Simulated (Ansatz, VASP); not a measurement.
## HfO2: VASP beside Ansatz

The input INCAR:

```
ALGO = Normal
EDIFF = 1E-6
EDIFFG = -0.01
ENCUT = 600
GGA = PS
IBRION = 2
ISIF = 3
ISMEAR = -1
LASPH = T
LCHARG = F
LDAU = T
LDAUJ = 0 0
LDAUL = 2 -1
LDAUPRINT = 1
LDAUTYPE = 2
LDAUU = 1 0
LMAXMIX = 4
LREAL = F
LWAVE = F
NELM = 150
NSW = 60
PREC = Accurate
SIGMA = 0.05
```

File KPOINTS:

```
k-points
0
Gamma
  9 9 9
```

Contents of POSCAR:

```
HfO2
1.0
    0.0000000000      2.5575000000      2.5575000000
    2.5575000000      0.0000000000      2.5575000000
    2.5575000000      2.5575000000      0.0000000000
Hf O
1 2
Direct
    0.0000000000      0.0000000000      0.0000000000
    0.7500000000      0.7500000000      0.7500000000
    0.2500000000      0.2500000000      0.2500000000
```

input.yaml

```yaml
crystal:
  lattice:
    - [0.0, 2.5575, 2.5575]
    - [2.5575, 0.0, 2.5575]
    - [2.5575, 2.5575, 0.0]
  atoms:
    - { symbol: Hf, position: [0.0, 0.0, 0.0] }
    - { symbol: O, position: [0.75, 0.75, 0.75] }
    - { symbol: O, position: [0.25, 0.25, 0.25] }
hamiltonian:
  xc: pbesol
  pseudopotentials: { kind: paw }
  hubbard: { sites: [{ species: Hf, l: d, u_eff: 1.0 }] }
kpoints:
  mp_grid: { grid: [9, 9, 9] }
scf:
  occupations: { method: fermi_dirac, width: 0.05 }
output:
  forces: true
  stress: true
relax:
  f_tol: 0.01
  max_steps: 40
  cell: { stress_tol: 0.05 }
```

Alike in both runs: task relaxation of cell and atoms; functional PBEsol; k mesh 9 × 9 × 9; occupations fermi-dirac, width 0.05 eV; no spin polarisation; Hubbard terms Hf d U = 1.0 eV.

```csv
,VASP,Ansatz
version,VASP 6.6.1,Ansatz 0.2.0
potentials or method,"VASP PAW PBE potentials, release 64 (Hf_pv, O)",Ansatz PAW
plane-wave cutoff (eV),600,420
valence electrons in the cell,22,38
```

Ansatz gave:

- relaxed volume (Å³/atom): 10.75
- relaxed cell length with the largest relative difference (Å): 3.573

Problem. Estimate VASP's values.

Solution. Relaxed volume (Å³/atom): 10.65; relaxed cell length with the largest relative difference (Å): 3.562.

VASP's potentials were made for PBE, not for PBEsol. The programs project onto different local orbitals, so the same U acts differently, and such runs can settle in different states. VASP's potentials hold 22 valence electrons a cell and Ansatz's 38, so a difference there can come from the potentials and not from the codes.

Spin-orbit coupling is off throughout. Noted on Ansatz's run: odd divisions of the mesh miss points on the zone boundary, where band edges often lie, so the gap on the mesh can be too wide; the plane-wave basis is chosen anew once the cell has moved, so the energies of steps on either side of that aren't comparable.
